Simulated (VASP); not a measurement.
# MgPb2Se3 (P1) in VASP: single point with PBEsol

Aim: the single point of MgPb2Se3 with PBEsol.

Program: VASP 6.6.1. These are calculated values, not measurements. Logs are shortened: lines on timing, memory, paths and dates and some standing lists are left out, and cuts for length are marked.

**1. The cell of the first run**

The typed cell holds 6 atoms: a = 6.206 Å, b = 7.136 Å, c = 4.201 Å, α = 90.01°, β = 90.00°, γ = 110.78°.

**2. Single point, PBEsol**

Input file INCAR:

```
ALGO = Normal
EDIFF = 1E-6
ENCUT = 520
GGA = PS
ISIF = 2
ISMEAR = -1
LASPH = T
LCHARG = F
LREAL = F
LWAVE = F
NBANDS = 33
NELM = 60
PREC = Accurate
SIGMA = 0.05
```

Input file KPOINTS:

```
k-points
0
Gamma
  4 4 4
```

Input file POSCAR:

```
MgPb2Se3
1.0
    3.3897109969     -5.1985570903      0.0002894414
    4.2057104278      5.7644337000      0.0048171163
   -0.0029711805     -0.0019717730      4.2012995271
Mg Pb Se
1 2 3
Direct
    0.2283203501      0.2076432603      0.0120247400
    0.5100440118     -0.1356925453      0.5120157879
   -0.1036828258      0.4811627724      0.5121162476
    0.7998997043      0.1865301632      0.0120476052
    0.1766128947      0.8307817528      0.0120238571
    0.3937722706      0.4203316103      0.5120586348
```

Potentials or basis: VASP PAW PBE potentials, release 64 (Mg, Pb_d, Se).

The run is started by

```sh
$ cat potpaw_PBE.64/Mg/POTCAR potpaw_PBE.64/Pb_d/POTCAR potpaw_PBE.64/Se/POTCAR > POTCAR
$ mpirun -np 1 vasp_std > vasp.out
```

OUTCAR:

```text
EDIFF = 1E-6
   ENCUT = 520
   GGA = PS
   ISIF = 2
   ISMEAR = -1
   LASPH = T
   LREAL = F
   NELM = 60
   PREC = Accurate

 ion  position               nearest neighbor table
   1  0.228  0.208  0.012-   6 2.58   6 2.58   5 2.59   4 2.61
   2  0.510  0.864  0.512-   5 2.90   5 2.90   6 2.99   4 3.16   4 3.16   3 3.82
   3  0.896  0.481  0.512-   4 2.88   4 2.88   6 2.99   5 3.25   5 3.25   6 3.27   2 3.82
   4  0.800  0.187  0.012-   1 2.61   3 2.88   3 2.88   2 3.16   2 3.16
   5  0.177  0.831  0.012-   1 2.59   2 2.90   2 2.90   3 3.25   3 3.25
   6  0.394  0.420  0.512-   1 2.58   1 2.58   2 2.99   3 2.99   3 3.27

  LATTYP: Found a triclinic cell.
 ALAT       =     7.1355952302
 B/A-ratio  =     0.8697321304
 C/A-ratio  =     0.5887807401
 COS(alpha) =     0.0000535011
 COS(beta)  =     0.0001208832
 COS(gamma) =     0.3547698150

  Lattice vectors:

 A1 = (  -4.2057104278,  -5.7644337000,  -0.0048171163)
 A2 = (   3.3897109969,  -5.1985570903,   0.0002894414)
 A3 = (  -0.0029711805,  -0.0019717730,   4.2012995271)

Analysis of symmetry for initial positions (statically):
=====================================================================
 Subroutine PRICEL returns:
 Original cell was already a primitive cell.

 Routine SETGRP: Setting up the symmetry group for a
 triclinic supercell.

 Subroutine GETGRP returns: Found  1 space group operations
 (whereof  1 operations were pure point group operations)
 out of a pool of  2 trial point group operations.

The static configuration has the point symmetry C_1 .

Analysis of symmetry for dynamics (positions and initial velocities):
=====================================================================
 Subroutine PRICEL returns:
 Original cell was already a primitive cell.

 Routine SETGRP: Setting up the symmetry group for a
 triclinic supercell.

 Subroutine GETGRP returns: Found  1 space group operations
 (whereof  1 operations were pure point group operations)
 out of a pool of  2 trial point group operations.

The dynamic configuration has the point symmetry C_1 .

 Subroutine INISYM returns: Found  1 space group operations
 (whereof  1 operations are pure point group operations),
 and found     1 'primitive' translations

----------------------------------------------------------------------------------------

                                     Primitive cell

  volume of cell :     173.9482

  direct lattice vectors                    reciprocal lattice vectors
     3.389710997 -5.198557090  0.000289441     0.139226096 -0.101578909  0.000050788
     4.205710428  5.764433700  0.004817116     0.125558648  0.081870327  0.000127219
    -0.002971181 -0.001971773  4.201299527    -0.000153554 -0.000086873  0.238021442

  length of vectors
     6.206056441  7.135595230  4.201301040     0.172343213  0.149892431  0.238021508

  position of ions in fractional coordinates (direct lattice)
     0.228320350  0.207643260  0.012024740
     0.510044012  0.864307455  0.512015788
     0.896317174  0.481162772  0.512116248
     0.799899704  0.186530163  0.012047605
     0.176612895  0.830781753  0.012023857
     0.393772271  0.420331610  0.512058635

  ion indices of the primitive-cell ions
   primitive index   ion index
                 1           1
                 2           2
                 3           3
                 4           4
                 5           5
                 6           6

----------------------------------------------------------------------------------------

 KPOINTS: k-points

Automatic generation of k-mesh.
 Grid dimensions read from file:
 generate k-points for:    4    4    4

 Generating k-lattice:

  Cartesian coordinates                     Fractional coordinates (reciprocal lattice)
     0.034806524 -0.025394727  0.000012697     0.250000000 -0.000000000  0.000000000
     0.031389662  0.020467582  0.000031805    -0.000000000  0.250000000  0.000000000
    -0.000038389 -0.000021718  0.059505361    -0.000000000  0.000000000  0.250000000

  Length of vectors
     0.043085803  0.037473108  0.059505377

  Shift w.r.t. Gamma in fractional coordinates (k-lattice)
     0.000000000  0.000000000  0.000000000

 Subroutine IBZKPT returns following result:
 ===========================================

 Found     36 irreducible k-points:

 Following reciprocal coordinates:
            Coordinates               Weight
  0.000000  0.000000  0.000000      1.000000
  0.250000 -0.000000 -0.000000      2.000000
  0.500000 -0.000000 -0.000000      1.000000
 -0.000000  0.250000 -0.000000      2.000000
  0.250000  0.250000 -0.000000      2.000000
  0.500000  0.250000 -0.000000      2.000000
[... 16 lines left out ...]
  0.000000 -0.250000  0.250000      2.000000
  0.250000 -0.250000  0.250000      2.000000
 [... further k-points ...]
   k-points           NKPTS =     36   k-points in BZ     NKDIM =     36   number of bands    NBANDS=     33
   number of dos      NEDOS =    301   number of ions     NIONS =      6
   total plane-waves  NPLWV =  82944
   dimension x,y,z NGX =    48 NGY =   54 NGZ =   32
   dimension x,y,z NGXF=    96 NGYF=  108 NGZF=   64
   ions per type =               1   2   3
   NGX,Y,Z   is equivalent  to a cutoff of  12.86, 12.58, 12.66 a.u.
   NGXF,Y,Z  is equivalent  to a cutoff of  25.72, 25.16, 25.32 a.u.
 SYSTEM =  unknown system
   PREC   = accura    normal or accurate (medium, high low for compatibility)
   ISTART =      0    job   : 0-new  1-cont  2-samecut
   ICHARG =      2    charge: 1-file 2-atom 10-const
   ISPIN  =      1    spin polarized calculation?
   LNONCOLLINEAR =      F non collinear calculations
   LSORBIT =      F    spin-orbit coupling
   LASPH  =      T    aspherical Exc in radial PAW
   ENCUT  =  520.0 eV  38.22 Ry    6.18 a.u.  11.54 13.27  7.81*2*pi/ulx,y,z
   NELM   =     60;   NELMIN=  2; NELMDL= -5     # of ELM steps
   EDIFF  = 0.1E-05   stopping-criterion for ELM
   LREAL  =      F    real-space projection
[... 7 lines left out ...]
   TEBEG  =    0.0;   TEEND  =   0.0 temperature during run
   PSTRESS=    0.0 pullay stress
   NELECT =      48.0000    total number of electrons
   NUPDOWN=      -1.0000    fix difference up-down
   EMIN   =  10.00;   EMAX   =-10.00  energy-range for DOS
   EFERMI =   0.00;   METHOD = LEGACY
   ISMEAR =    -1;   SIGMA  =   0.05  broadening in eV -4-tet -1-fermi 0-gaus
   EFERMI_NEDOS =   21; number of points for ismear=-14 and -15
   IALGO  =     38    algorithm
   IMIX   =      4    mixing-type and parameters
     AMIX     =   0.40;   BMIX     =  1.00
     AMIX_MAG =   1.60;   BMIX_MAG =  1.00
  volume/ion in A,a.u.               =      28.99       195.64
  Fermi-wavevector in a.u.,A,eV,Ry     =   1.065815  2.014099 15.455706  1.135962
  Thomas-Fermi vector in A             =   2.201379
   LORBIT       =      0    0 simple, 1 ext, 2 COOP (PROOUT), +10 PAW based schemes
   GGA     = PS    functional components
   LHFCALC =     F    Hartree Fock is set to
   AEXX    =    0.0000 exact exchange contribution
   IVDW    =     0    specifies the selected vdW correction
   LEPSILON=     F    determine dielectric tensor
   LRPA    =     F    only Hartree local field effects (RPA)
 non-spin polarized calculation
  energy-cutoff  :      520.00
  volume of cell :      173.95
 maximum number of plane-waves:      4708
 NGX is ok and might be reduce to    48
   NGX = 23   NGY = 27   NGZ = 15

 number of electron      48.0000002 magnetization

 Free energy of the ion-electron system (eV)
  ---------------------------------------------------
  ext. energy  EPLUGINS =         0.00000000
  ---------------------------------------------------
  free energy    TOTEN  =       -25.31688027 eV

  energy without entropy =      -25.31685265  energy(sigma->0) =      -25.31686646

 E-fermi :   3.7661     XC(G=0):  -9.0543

 val. band max:        3.4204737801   @ k =   0.0000  -0.0000   0.5000
 cond. band min:       4.1068760679   @ k =   0.5000   0.5000  -0.0000
 fundamental gap:      0.6864022878
 Fermi energy:         3.7661476640

 k-point     1 :       0.0000    0.0000    0.0000
  band No.  band energies     occupation
      1     -13.2660      2.00000
      2     -13.2203      2.00000
      3     -13.2055      2.00000
      4     -13.1875      2.00000
      5     -13.1726      2.00000
      6     -13.1479      2.00000
[... 25 lines left out ...]
     32       8.8684      0.00000
     33       9.9451      0.00000

 k-point     2 :       0.2500   -0.0000   -0.0000
  band No.  band energies     occupation
      1     -13.2640      2.00000
      2     -13.2226      2.00000
      3     -13.2058      2.00000
      4     -13.1881      2.00000
      5     -13.1715      2.00000
      6     -13.1401      2.00000
[... 25 lines left out ...]
     32       8.9104      0.00000
     33       9.4313      0.00000

 k-point     3 :       0.5000   -0.0000   -0.0000
  band No.  band energies     occupation
      1     -13.2616      2.00000
      2     -13.2251      2.00000
      3     -13.2061      2.00000
      4     -13.1890      2.00000
      5     -13.1705      2.00000
      6     -13.1325      2.00000
[... 25 lines left out ...]
     32       9.0554      0.00000
     33       9.0987      0.00000

 k-point     4 :      -0.0000    0.2500   -0.0000
  band No.  band energies     occupation
      1     -13.2673      2.00000
      2     -13.2233      2.00000
      3     -13.2056      2.00000
      4     -13.1877      2.00000
      5     -13.1715      2.00000
      6     -13.1446      2.00000
[... 25 lines left out ...]
     32       9.0655      0.00000
     33       9.6974      0.00000

 k-point     5 :       0.2500    0.2500   -0.0000
  band No.  band energies     occupation
      1     -13.2652      2.00000
      2     -13.2256      2.00000
      3     -13.2059      2.00000
      4     -13.1884      2.00000
      5     -13.1704      2.00000
      6     -13.1371      2.00000
[... 604 lines left out ...]
 k-point    22 :      -0.2500    0.5000    0.2500
  band No.  band energies     occupation
      1     -13.2543      2.00000
      2     -13.2242      2.00000
      3     -13.2186      2.00000
      4     -13.1940      2.00000
      5     -13.1715      2.00000
      6     -13.1316      2.00000
[... 25 lines left out ...]
     32       8.7736      0.00000
     33       9.4719      0.00000

 k-point    23 :       0.0000   -0.2500    0.2500
  band No.  band energies     occupation
      1     -13.2567      2.00000
      2     -13.2246      2.00000
      3     -13.2189      2.00000
      4     -13.1943      2.00000
      5     -13.1714      2.00000
      6     -13.1337      2.00000
[... 25 lines left out ...]
     32       8.7318      0.00000
     33       9.3376      0.00000

 k-point    24 :       0.2500   -0.2500    0.2500
  band No.  band energies     occupation
      1     -13.2528      2.00000
      2     -13.2241      2.00000
      3     -13.2162      2.00000
      4     -13.1977      2.00000
      5     -13.1715      2.00000
      6     -13.1322      2.00000
[... 25 lines left out ...]
     32       8.9140      0.00000
     33       9.5050      0.00000

 [... further k-points ...]

------------------------ aborting loop because EDIFF is reached ----------------------------------------

  FORCE on cell =-STRESS in cart. coord.  units (eV):
  Direction    XX          YY          ZZ          XY          YZ          ZX
  --------------------------------------------------------------------------------------
  -------------------------------------------------------------------------------------
  Total        0.0020276      0.0030284     -0.0095848     -0.0028933      0.0014315      0.0011754
  in kB        0.0186757      0.0278932     -0.0882825     -0.0266490      0.0131854      0.0108259
  external PRESSURE =      -0.0139045 kB  Pullay stress =       0.0000000 kB

 VOLUME and BASIS-vectors are now :
 -----------------------------------------------------------------------------
  energy-cutoff  :      520.00
  volume of cell :      173.95
      direct lattice vectors                 reciprocal lattice vectors
     3.389710997 -5.198557090  0.000289441     0.139226096 -0.101578909  0.000050788
     4.205710428  5.764433700  0.004817116     0.125558648  0.081870327  0.000127219
    -0.002971181 -0.001971773  4.201299527    -0.000153554 -0.000086873  0.238021442

 POSITION                                       TOTAL-FORCE (eV/Angst)
 -----------------------------------------------------------------------------------
      1.64719      0.00999      0.05159        -0.002495     -0.001023      0.000225
      5.36241      2.32974      2.15544         0.006322     -0.005502      0.000046
      5.06037     -1.88693      2.15413         0.006378      0.004275     -0.000387
      3.49588     -3.08311      0.05175        -0.002166     -0.003366     -0.000263
      4.09266      3.87083      0.05457        -0.004659      0.007354      0.000417
      3.10105      0.37492      2.15345        -0.003379     -0.001738     -0.000037
 -----------------------------------------------------------------------------------
    total drift:                                0.001640      0.000628     -0.000410

  FREE ENERGIE OF THE ION-ELECTRON SYSTEM (eV)
  ---------------------------------------------------
  free  energy   TOTEN  =       -25.3168802697 eV

  energy  without entropy=      -25.3168526457  energy(sigma->0) =      -25.31686646
```

Wall time 97 s (1 thread of Intel Xeon 6975P-C (Granite Rapids), shared host); peak memory 0.39 GiB.

Results:

```yaml
Free_energy: -25.3169 eV
Pressure: 0.0 GPa
Largest_force: 0.009 eV/Å
Band_gap_on_the_k_mesh: 0.69 eV (least direct gap 0.95 eV)
```

Forces in eV/Å, atoms in the order of the input:
```
Mg  -0.002 -0.001  0.000
Pb   0.006 -0.006  0.000
Pb   0.006  0.004  0.000
Se  -0.002 -0.003  0.000
Se  -0.005  0.007  0.000
Se  -0.003 -0.002  0.000
```

Caveat: the PAW data sets were made with another functional, which shifts forces and pressure a little; spin-orbit coupling is left out, which moves the levels of the heavy elements.
